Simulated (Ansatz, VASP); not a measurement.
MnS in VASP and in Ansatz

Contents of INCAR:

```
SYSTEM = MnS
PREC = Accurate
ENCUT = 520
EDIFF = 1E-6
ISMEAR = -1
SIGMA = 0.05
LREAL = .FALSE.
LASPH = .TRUE.
NELM = 60
ALGO = Normal
ISIF = 2
LWAVE = .FALSE.
LCHARG = .TRUE.
GGA = PE
LELF = .TRUE.
LVHAR = .TRUE.
NBANDS = 27
```

KPOINTS

```
regular mesh
0
G
  4 8 8
  0 0 0
```

Contents of POSCAR:

```
MnS
1.0
    0.0000000000      5.6000000000      5.6000000000
    2.8000000000      0.0000000000      2.8000000000
    2.8000000000      2.8000000000      0.0000000000
Mn S
2 2
Direct
    0.0000000000      0.0000000000      0.0000000000
    0.5000000000      0.0000000000      0.0000000000
    0.1250000000      0.2500000000      0.2500000000
    0.6250000000      0.2500000000      0.2500000000
```

Input for Ansatz:

```yaml
crystal:
  lattice:
    - [0.0, 5.6, 5.6]
    - [2.8, 0.0, 2.8]
    - [2.8, 2.8, 0.0]
  atoms:
    - { symbol: Mn, position: [0.0, 0.0, 0.0] }
    - { symbol: S, position: [0.125, 0.25, 0.25] }
    - { symbol: Mn, position: [0.5, 0.0, 0.0] }
    - { symbol: S, position: [0.625, 0.25, 0.25] }
  symmetry: { tolerance: 0.0003 }
hamiltonian:
  xc: pbe
  pseudopotentials: { kind: paw, azcp: { folder: soft_1 } }
basis:
  ecutwfc: 420
magnetization:
  spin_polarized: false
scf:
  occupations: { method: fermi_dirac, width: 0.05 }
kpoints:
  mp_grid: { grid: [4, 8, 8], shift: [0, 0, 0] }
output:
  forces: true
  stress: true
  eigenvalues: true
```

Alike in both runs: task single point; functional PBE; k mesh 4 × 8 × 8; occupations fermi-dirac, width 0.05 eV; no spin polarisation.

|  | VASP | Ansatz |
| --- | --- | --- |
| version | VASP 6.6.1 | Ansatz 0.2.0 |
| potentials or method | VASP PAW PBE potentials, release 64 (Mn_pv, S), cutoff 520 eV | PAW plane waves |
| valence electrons in the cell | 38 | 42 |

```csv
,VASP,Ansatz,Ansatz less VASP
pressure (GPa),-20.7,-21.0,-0.24
```

With one functional, cell and mesh, what is left measures potentials, basis and numerics. VASP's potentials hold 38 valence electrons a cell and Ansatz's 42, so a difference there can come from the potentials and not from the codes.
